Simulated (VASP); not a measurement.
Input of a VASP 6.6.1 run:

The input INCAR:

```
ALGO = Normal
EDIFF = 1E-7
ENCUT = 520
ISIF = 2
ISMEAR = 0
LASPH = True
LCHARG = False
LREAL = False
LWAVE = False
NBANDS = 26
NELM = 80
PREC = Accurate
SIGMA = 0.05
```

KPOINTS

```
k-points
0
Gamma
  8 8 8
```

Contents of POSCAR:

```
C
1.0
   -2.3742423240      2.3742423240      2.3380863495
    2.3742423240     -2.3742423240      2.3380863495
    2.3742423240      2.3742423240     -2.3380863495
C
8
Direct
    0.3254710859      0.0000000000      0.0000000000
    0.6745289141      0.6745289141      0.6745289141
    0.0000000000      0.3254710859      0.0000000000
    0.0000000000      0.0000000000      0.3254710859
    0.0000000000      0.6745289141      0.0000000000
    0.3254710859      0.3254710859      0.3254710859
    0.6745289141      0.0000000000      0.0000000000
    0.0000000000      0.0000000000      0.6745289141
```

Potentials or basis: VASP PAW LDA potentials, release 64 (C).

Command:

```bash
$ cat potpaw_LDA.64/C/POTCAR > POTCAR
$ mpirun -np 1 vasp_std > vasp.out
```

Q: What does it give for the largest force?

A: 0.568 eV/Å.

Q: What does it give for the band gap on the k mesh?

A: 3.00 eV, indirect (least direct gap 3.71 eV).

Forces in eV/Å, atoms in the order of the input:
```
C   -0.073  0.073  0.559
C   -0.073 -0.073 -0.559
C    0.073 -0.073  0.559
C    0.073  0.073 -0.559
C   -0.073  0.073 -0.559
C    0.073  0.073  0.559
C    0.073 -0.073 -0.559
C   -0.073 -0.073  0.559
```

Caveat: the cell differs from its parent crystal (strain -0.015 along x and y, -0.030 along z). A k mesh can miss the band edges.
